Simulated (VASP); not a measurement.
Write the native input for VASP 6.6.1 that does the following.

* Task: single point
* Functional: LDA
* Potentials or basis: VASP PAW LDA potentials, release 64 (Rh_pv)
* Cutoff: 520 eV
* k mesh: 9 × 9 × 3
* Occupations: fermi-dirac, width 0.1 eV
* Spin: no spin polarisation
* Dipole correction: no
* Further INCAR settings: ALGO = Normal; EDIFF = 1e-06; NBANDS = 38

The structure of Rh lies in POSCAR:

```
Rh
1.0
    2.6917446200      0.0000000000      0.0000000000
   -1.3458723100      2.3311192200      0.0000000000
    0.0000000000      0.0000000000      8.7980701300
Rh
4
Direct
    0.0000000000      0.0000000000      0.0000000000
    0.3333333318      0.6666666710      0.2499999997
    0.0053622311      0.0107244622      0.4999999994
    0.6666666720      0.3333333290      0.7500000003
```

These files were run (other wordings do the same):

INCAR

```
PREC = Accurate ; ENCUT = 520
EDIFF = 1E-6 ; ISMEAR = -1
SIGMA = 0.1 ; LREAL = F
LASPH = T ; NELM = 80
ALGO = Normal ; ISIF = 2
LWAVE = F ; LCHARG = F
NBANDS = 38
```

KPOINTS

```
Automatic mesh
0
Gamma
  9 9 3
```

Potentials or basis: VASP PAW LDA potentials, release 64 (Rh_pv).

Launch:

```console
$ cat potpaw_LDA.64/Rh_pv/POTCAR > POTCAR
$ mpirun -np 1 vasp_std > vasp.out
```

Results of the run:

```
Pressure               : -10.6 GPa
Largest force          : 0.087 eV/Å
Band gap on the k mesh : zero (band 30 reaches 12.25 eV, above the bottom of band 31 at 10.63 eV)
```

Run time: 51 s on 1 thread of Intel(R) Xeon(R) 6975P-C (Granite Rapids) (shared host), peak memory 0.21 GiB.
